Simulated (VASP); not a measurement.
# ScAl3 (P4/mmm) in VASP: further runs

ScAl3 is run at these levels: PBE; tasks: single point.

All numbers are computed with VASP 6.6.1; they aren't measurements. Logs are shortened: lines on timing, memory, paths and dates and some standing lists are left out, and cuts for length are marked.

## 1. The cell of the first run

The structure is tetragonal, space group P4/mmm (No. 123). Conventional cell: a = 4.187 Å, b = 4.187 Å, c = 4.069 Å, α = 90.00°, β = 90.00°, γ = 90.00°. Within 3.8 Å of Sc (site symmetry 4/mmm) lie 12 Al at 2.92 to 2.96 Å. Within 3.8 Å of Al (site symmetry mmm) lie 4 Sc at 2.92 Å and 8 Al at 2.92 to 2.96 Å. Al (site symmetry 4/mmm) has 8 Al at 2.92 Å and 4 Sc at 2.96 Å within 3.8 Å.

## 2. Single point, PBE (biaxial strain in the a-b plane: +2.0 %, then relaxed in part)

The input, INCAR:

```
SYSTEM = ScAl3
  PREC = Accurate
  ENCUT = 520
  EDIFF = 1E-6
  ISMEAR = 0
  SIGMA = 0.1
  LREAL = .False.
  LASPH = .True.
  NELM = 100
  ALGO = Fast
  ISIF = 2
  LWAVE = .False.
  LCHARG = .True.
  GGA = PE
  LELF = .True.
  LVHAR = .True.
  NBANDS = 18
```

The input, KPOINTS:

```
Automatic mesh
0
Gamma
  12 12 12
  0 0 0
```

The input, POSCAR:

```
ScAl3
1.0
    4.1874372080      0.0000000000      0.0000000000
    0.0000000000      4.1874372080      0.0000000000
    0.0000000000      0.0000000000      4.0690652552
Sc Al
1 3
Direct
    0.0000000000      0.0000000000      0.0000000000
    0.5000000000      0.0000000000      0.5000000000
    0.0000000000      0.5000000000      0.5000000000
    0.5000000000      0.5000000000      0.0000000000
```

Potentials or basis: VASP PAW PBE potentials, release 64 (Sc_sv, Al).

Launch:

```
> cat potpaw_PBE.64/Sc_sv/POTCAR potpaw_PBE.64/Al/POTCAR > POTCAR
> mpirun -np 1 vasp_std > vasp.out
```

OUTCAR:

```text
SYSTEM = ScAl3
   PREC = Accurate
   ENCUT = 520
   EDIFF = 1E-6
   ISMEAR = 0
   LREAL = .False.
   LASPH = .True.
   NELM = 100
   ISIF = 2
   GGA = PE

 ion  position               nearest neighbor table
   1  0.000  0.000  0.000-   2 2.92   3 2.92   2 2.92   3 2.92   3 2.92   3 2.92   2 2.92   2 2.92
                             4 2.96   4 2.96   4 2.96   4 2.96
   2  0.500  0.000  0.500-   1 2.92   4 2.92   1 2.92   4 2.92   4 2.92   4 2.92   1 2.92   1 2.92
                             3 2.96   3 2.96   3 2.96   3 2.96
   3  0.000  0.500  0.500-   1 2.92   4 2.92   1 2.92   4 2.92   1 2.92   1 2.92   4 2.92   4 2.92
                             2 2.96   2 2.96   2 2.96   2 2.96
   4  0.500  0.500  0.000-   2 2.92   3 2.92   2 2.92   3 2.92   2 2.92   2 2.92   3 2.92   3 2.92
                             1 2.96   1 2.96   1 2.96   1 2.96

  LATTYP: Found a simple tetragonal cell.
 ALAT       =     4.1874372080
 C/A-ratio  =     0.9717316471

  Lattice vectors:

 A1 = (   4.1874372080,   0.0000000000,   0.0000000000)
 A2 = (   0.0000000000,   4.1874372080,   0.0000000000)
 A3 = (   0.0000000000,   0.0000000000,   4.0690652552)

Analysis of symmetry for initial positions (statically):
=====================================================================
 Subroutine PRICEL returns:
 Original cell was already a primitive cell.

 Routine SETGRP: Setting up the symmetry group for a
 simple tetragonal supercell.

 Subroutine GETGRP returns: Found 16 space group operations
 (whereof 16 operations were pure point group operations)
 out of a pool of 16 trial point group operations.

The static configuration has the point symmetry D_4h.

Analysis of symmetry for dynamics (positions and initial velocities):
=====================================================================
 Subroutine PRICEL returns:
 Original cell was already a primitive cell.

 Routine SETGRP: Setting up the symmetry group for a
 simple tetragonal supercell.

 Subroutine GETGRP returns: Found 16 space group operations
 (whereof 16 operations were pure point group operations)
 out of a pool of 16 trial point group operations.

The dynamic configuration has the point symmetry D_4h.

 Subroutine INISYM returns: Found 16 space group operations
 (whereof 16 operations are pure point group operations),
 and found     1 'primitive' translations

----------------------------------------------------------------------------------------

                                     Primitive cell

  volume of cell :      71.3496

  direct lattice vectors                    reciprocal lattice vectors
     4.187437208  0.000000000  0.000000000     0.238809551  0.000000000  0.000000000
     0.000000000  4.187437208  0.000000000     0.000000000  0.238809551  0.000000000
     0.000000000  0.000000000  4.069065255     0.000000000  0.000000000  0.245756688

  length of vectors
     4.187437208  4.187437208  4.069065255     0.238809551  0.238809551  0.245756688

  position of ions in fractional coordinates (direct lattice)
     0.000000000  0.000000000  0.000000000
     0.500000000  0.000000000  0.500000000
     0.000000000  0.500000000  0.500000000
     0.500000000  0.500000000  0.000000000

  ion indices of the primitive-cell ions
   primitive index   ion index
                 1           1
                 2           2
                 3           3
                 4           4

----------------------------------------------------------------------------------------

 KPOINTS: Automatic mesh

Automatic generation of k-mesh.
 Grid dimensions read from file:
 generate k-points for:   12   12   12

 Generating k-lattice:

  Cartesian coordinates                     Fractional coordinates (reciprocal lattice)
     0.019900796  0.000000000  0.000000000     0.083333333  0.000000000  0.000000000
     0.000000000  0.019900796  0.000000000     0.000000000  0.083333333  0.000000000
     0.000000000  0.000000000  0.020479724     0.000000000  0.000000000  0.083333333

  Length of vectors
     0.019900796  0.019900796  0.020479724

  Shift w.r.t. Gamma in fractional coordinates (k-lattice)
     0.000000000  0.000000000  0.000000000

 Subroutine IBZKPT returns following result:
 ===========================================

 Found    196 irreducible k-points:

 Following reciprocal coordinates:
            Coordinates               Weight
  0.000000  0.000000  0.000000      1.000000
  0.083333  0.000000  0.000000      4.000000
  0.166667  0.000000  0.000000      4.000000
  0.250000  0.000000  0.000000      4.000000
  0.333333  0.000000  0.000000      4.000000
  0.416667  0.000000  0.000000      4.000000
[... 16 lines left out ...]
  0.333333  0.333333  0.000000      4.000000
  0.416667  0.333333  0.000000      8.000000
 [... further k-points ...]
   k-points           NKPTS =    196   k-points in BZ     NKDIM =    196   number of bands    NBANDS=     18
   number of dos      NEDOS =    301   number of ions     NIONS =      4
   total plane-waves  NPLWV =  30720
   dimension x,y,z NGX =    32 NGY =   32 NGZ =   30
   dimension x,y,z NGXF=    64 NGYF=   64 NGZF=   60
   ions per type =               1   3
   NGX,Y,Z   is equivalent  to a cutoff of  12.70, 12.70, 12.26 a.u.
   NGXF,Y,Z  is equivalent  to a cutoff of  25.41, 25.41, 24.51 a.u.
 SYSTEM =  ScAl3
   PREC   = accura    normal or accurate (medium, high low for compatibility)
   ISTART =      0    job   : 0-new  1-cont  2-samecut
   ICHARG =      2    charge: 1-file 2-atom 10-const
   ISPIN  =      1    spin polarized calculation?
   LNONCOLLINEAR =      F non collinear calculations
   LSORBIT =      F    spin-orbit coupling
   LASPH  =      T    aspherical Exc in radial PAW
   ENCUT  =  520.0 eV  38.22 Ry    6.18 a.u.   7.79  7.79  7.57*2*pi/ulx,y,z
   NELM   =    100;   NELMIN=  2; NELMDL= -5     # of ELM steps
   EDIFF  = 0.1E-05   stopping-criterion for ELM
   LREAL  =      F    real-space projection
   EDIFFG = 0.1E-04   stopping-criterion for IOM
   NSW    =      0    number of steps for IOM
   IBRION =     -1    ionic relax: 0-MD 1-quasi-New 2-CG
   NFREE  =      0    steps in history (QN), initial steepest desc. (CG)
   ISIF   =      2    stress and relaxation
   ISYM   =      2    0-nonsym 1-usesym 2-fastsym
   POTIM  = 0.5000    time-step for ionic-motion
   TEBEG  =    0.0;   TEEND  =   0.0 temperature during run
   PSTRESS=    0.0 pullay stress
   NELECT =      20.0000    total number of electrons
   NUPDOWN=      -1.0000    fix difference up-down
   EMIN   =  10.00;   EMAX   =-10.00  energy-range for DOS
   EFERMI =   0.00;   METHOD = LEGACY
   ISMEAR =     0;   SIGMA  =   0.10  broadening in eV -4-tet -1-fermi 0-gaus
   EFERMI_NEDOS =   21; number of points for ismear=-14 and -15
   IALGO  =     68    algorithm
   IMIX   =      4    mixing-type and parameters
     AMIX     =   0.40;   BMIX     =  1.00
     AMIX_MAG =   1.60;   BMIX_MAG =  1.00
  volume/ion in A,a.u.               =      17.84       120.37
  Fermi-wavevector in a.u.,A,eV,Ry     =   1.071407  2.024665 15.618299  1.147913
  Thomas-Fermi vector in A             =   2.207146
   LORBIT       =      0    0 simple, 1 ext, 2 COOP (PROOUT), +10 PAW based schemes
   GGA     = PE    functional components
   LHFCALC =     F    Hartree Fock is set to
   AEXX    =    0.0000 exact exchange contribution
   IVDW    =     0    specifies the selected vdW correction
   LEPSILON=     F    determine dielectric tensor
   LRPA    =     F    only Hartree local field effects (RPA)
 non-spin polarized calculation
 RMM-DIIS sequential band-by-band and
 Gauss-broadening in eV      SIGMA  =   0.10
  energy-cutoff  :      520.00
  volume of cell :       71.35
 maximum number of plane-waves:      1952
 NGX is ok and might be reduce to    32
   NGX = 15   NGY = 15   NGZ = 15

 number of electron      19.9999999 magnetization

 Free energy of the ion-electron system (eV)
  ---------------------------------------------------
  ext. energy  EPLUGINS =         0.00000000
  ---------------------------------------------------
  free energy    TOTEN  =       -19.27092126 eV

  energy without entropy =      -19.26399102  energy(sigma->0) =      -19.26745614

 E-fermi :   6.9043     XC(G=0): -10.2492

 val. band max:        6.8986496042   @ k =   0.3333   0.1667   0.0833
 cond. band min:       6.9156896489   @ k =   0.0833   0.0000   0.2500
 fundamental gap:      0.0170400447
 Fermi energy:         6.9042883106

 k-point     1 :       0.0000    0.0000    0.0000
  band No.  band energies     occupation
      1     -42.2377      2.00000
      2     -20.9314      2.00000
      3     -20.9314      2.00000
      4     -20.9124      2.00000
      5      -2.9173      2.00000
      6       4.1640      2.00000
[... 10 lines left out ...]
     17      11.9290      0.00000
     18      12.0218      0.00000

 k-point     2 :       0.0833    0.0000    0.0000
  band No.  band energies     occupation
      1     -42.2377      2.00000
      2     -20.9330      2.00000
      3     -20.9313      2.00000
      4     -20.9123      2.00000
      5      -2.8566      2.00000
      6       3.6165      2.00000
[... 10 lines left out ...]
     17      11.9546      0.00000
     18      12.1038      0.00000

 k-point     3 :       0.1667    0.0000    0.0000
  band No.  band energies     occupation
      1     -42.2375      2.00000
      2     -20.9374      2.00000
      3     -20.9310      2.00000
      4     -20.9120      2.00000
      5      -2.6759      2.00000
      6       2.6992      2.00000
[... 10 lines left out ...]
     17      11.8872      0.00000
     18      12.0674      0.00000

 k-point     4 :       0.2500    0.0000    0.0000
  band No.  band energies     occupation
      1     -42.2373      2.00000
      2     -20.9434      2.00000
      3     -20.9305      2.00000
      4     -20.9115      2.00000
      5      -2.3791      2.00000
      6       1.7667      2.00000
[... 10 lines left out ...]
     17      11.7024      0.00000
     18      12.8165      0.00000

 k-point     5 :       0.3333    0.0000    0.0000
  band No.  band energies     occupation
      1     -42.2371      2.00000
      2     -20.9493      2.00000
      3     -20.9300      2.00000
      4     -20.9111      2.00000
      5      -1.9758      2.00000
      6       0.8887      2.00000
[... 10 lines left out ...]
     17      11.2319      0.00000
     18      12.2136      0.00000

 k-point     6 :       0.4167    0.0000    0.0000
  band No.  band energies     occupation
      1     -42.2369      2.00000
      2     -20.9537      2.00000
      3     -20.9297      2.00000
      4     -20.9108      2.00000
      5      -1.4957      2.00000
      6       0.1176      2.00000
[... 10 lines left out ...]
     17      10.8834      0.00000
     18      11.9095      0.00000

 k-point     7 :       0.5000    0.0000    0.0000
  band No.  band energies     occupation
      1     -42.2369      2.00000
      2     -20.9553      2.00000
      3     -20.9296      2.00000
      4     -20.9106      2.00000
      5      -1.1572      2.00000
      6      -0.3188      2.00000
[... 10 lines left out ...]
     17      10.7664      0.00000
     18      11.8358      0.00000

 k-point     8 :       0.0833    0.0833    0.0000
  band No.  band energies     occupation
      1     -42.2376      2.00000
      2     -20.9330      2.00000
      3     -20.9328      2.00000
      4     -20.9122      2.00000
      5      -2.7962      2.00000
      6       3.5038      2.00000
[... 10 lines left out ...]
     17      12.1631      0.00000
     18      12.2914      0.00000
[... 229 lines left out ...]
     17      11.1540      0.00000
     18      12.3797      0.00000

 k-point    20 :       0.3333    0.2500    0.0000
  band No.  band energies     occupation
      1     -42.2367      2.00000
      2     -20.9479      2.00000
      3     -20.9415      2.00000
      4     -20.9102      2.00000
      5      -1.4740      2.00000
      6       1.3465      2.00000
[... 10 lines left out ...]
     17      11.4682      0.00000
     18      12.1358      0.00000

 k-point    21 :       0.4167    0.2500    0.0000
  band No.  band energies     occupation
      1     -42.2365      2.00000
      2     -20.9522      2.00000
      3     -20.9410      2.00000
      4     -20.9099      2.00000
      5      -1.0204      2.00000
      6       0.6113      2.00000
[... 10 lines left out ...]
     17      11.8080      0.00000
     18      11.9497      0.00000

 k-point    22 :       0.5000    0.2500    0.0000
  band No.  band energies     occupation
      1     -42.2364      2.00000
      2     -20.9537      2.00000
      3     -20.9408      2.00000
      4     -20.9098      2.00000
      5      -0.7166      2.00000
      6       0.2118      2.00000
[... 10 lines left out ...]
     17      11.7985      0.00000
     18      12.0184      0.00000

 k-point    23 :       0.3333    0.3333    0.0000
  band No.  band energies     occupation
      1     -42.2365      2.00000
      2     -20.9475      2.00000
      3     -20.9469      2.00000
      4     -20.9098      2.00000
      5      -1.1013      2.00000
      6       1.6092      2.00000
[... 10 lines left out ...]
     17      11.1262      0.00000
     18      12.7497      0.00000

 k-point    24 :       0.4167    0.3333    0.0000
  band No.  band energies     occupation
      1     -42.2363      2.00000
      2     -20.9514      2.00000
      3     -20.9467      2.00000
      4     -20.9094      2.00000
      5      -0.6682      2.00000
      6       0.9669      2.00000
[... 10 lines left out ...]
     17      11.2122      0.00000
     18      12.5794      0.00000

 [... further k-points ...]

------------------------ aborting loop because EDIFF is reached ----------------------------------------

  FORCE on cell =-STRESS in cart. coord.  units (eV):
  Direction    XX          YY          ZZ          XY          YZ          ZX
  --------------------------------------------------------------------------------------
  -------------------------------------------------------------------------------------
  Total       -1.6134196     -1.6134196      0.0022902      0.0000000     -0.0000000     -0.0000000
  in kB      -36.2298580    -36.2298580      0.0514271      0.0000000     -0.0000000     -0.0000000
  external PRESSURE =     -24.1360963 kB  Pullay stress =       0.0000000 kB

 VOLUME and BASIS-vectors are now :
 -----------------------------------------------------------------------------
  energy-cutoff  :      520.00
  volume of cell :       71.35
      direct lattice vectors                 reciprocal lattice vectors
     4.187437208  0.000000000  0.000000000     0.238809551  0.000000000  0.000000000
     0.000000000  4.187437208  0.000000000     0.000000000  0.238809551  0.000000000
     0.000000000  0.000000000  4.069065255     0.000000000  0.000000000  0.245756688

 POSITION                                       TOTAL-FORCE (eV/Angst)
 -----------------------------------------------------------------------------------
      0.00000      0.00000      0.00000         0.000000      0.000000      0.000000
      2.09372      0.00000      2.03453         0.000000      0.000000      0.000000
      0.00000      2.09372      2.03453         0.000000      0.000000      0.000000
      2.09372      2.09372      0.00000         0.000000      0.000000      0.000000
 -----------------------------------------------------------------------------------
    total drift:                                0.000000      0.000000      0.000000

  FREE ENERGIE OF THE ION-ELECTRON SYSTEM (eV)
  ---------------------------------------------------
  free  energy   TOTEN  =       -19.2709212601 eV

  energy  without entropy=      -19.2639910232  energy(sigma->0) =      -19.26745614
```

Run time: 7.6 min. Hardware: 1 thread of AMD EPYC 7R13, shared host; peak memory 0.32 GiB.

What came out:

* Free energy: -19.2709 eV
* Pressure: -2.4 GPa
* Band gap on the k mesh: zero (bands 10 and 11 overlap by 3.61 eV)

Caveat: the cell differs from its parent crystal (biaxial strain in the a-b plane: +2.0 %, then relaxed in part).

## 3. Single point, PBE (biaxial strain in the a-b plane: +4.0 %, then relaxed in part)

The input, INCAR:

```
  ALGO = Fast
  EDIFF = 1E-7
  ENCUT = 520
  GGA = PE
  ISIF = 2
  ISMEAR = 0
  LASPH = True
  LCHARG = False
  LREAL = False
  LWAVE = False
  NBANDS = 18
  NELM = 80
  PREC = Accurate
  SIGMA = 0.1
```

The input, KPOINTS:

```
k-points
0
Gamma
  12 12 12
```

The input, POSCAR:

```
ScAl3
1.0
    4.2695438200      0.0000000000      0.0000000000
    0.0000000000      4.2695438200      0.0000000000
    0.0000000000      0.0000000000      4.0315164603
Sc Al
1 3
Direct
    0.0000000000      0.0000000000      0.0000000000
    0.5000000000      0.0000000000      0.5000000000
    0.0000000000      0.5000000000      0.5000000000
    0.5000000000      0.5000000000      0.0000000000
```

Potentials or basis: VASP PAW PBE potentials, release 64 (Sc_sv, Al).

Launch:

```
> cat potpaw_PBE.64/Sc_sv/POTCAR potpaw_PBE.64/Al/POTCAR > POTCAR
> mpirun -np 1 vasp_std > vasp.out
```

It took 9.1 min on 1 thread of AMD EPYC 7R13, shared host; peak memory 0.33 GiB.

Results (log left out):

```yaml
Free_energy: -19.1812 eV
Pressure: -4.3 GPa
Band_gap_on_the_k_mesh: zero (bands 10 and 11 overlap by 3.39 eV)
```

Stress tensor (GPa, compression positive):
```
-6.51  0.00  0.00
 0.00 -6.51  0.00
 0.00  0.00  0.03
```

Levels at points of the mesh, in eV from the Fermi level:
```tsv
k point	band 7	band 8	band 9	band 10	band 11	band 12	band 13	band 14
(0.00, 0.00, 0.00)	-2.28	-2.01	-2.01	-1.24	1.14	1.27	1.33	1.33
(0.50, 0.00, 0.00)	-1.82	-1.29	-1.23	0.33	0.66	1.36	1.57	1.67
(0.50, 0.50, 0.00)	-5.68	-4.19	-0.23	-0.23	1.55	1.72	1.78	2.10
(0.00, 0.00, 0.50)	-1.72	-1.72	-1.45	0.26	0.75	0.75	1.29	1.52
(0.50, 0.00, 0.50)	-5.36	-4.17	-0.68	-0.52	1.04	1.06	1.88	2.53
(0.50, 0.50, 0.50)	-4.64	-4.20	-2.94	-2.94	-2.72	0.77	2.27	2.61
```

Caveat: the cell differs from its parent crystal (biaxial strain in the a-b plane: +4.0 %, then relaxed in part); the stress differs along the axes, from -7 to 0 GPa.

The gap in the log of VASP goes by the Fermi energy; the results here count the filled bands.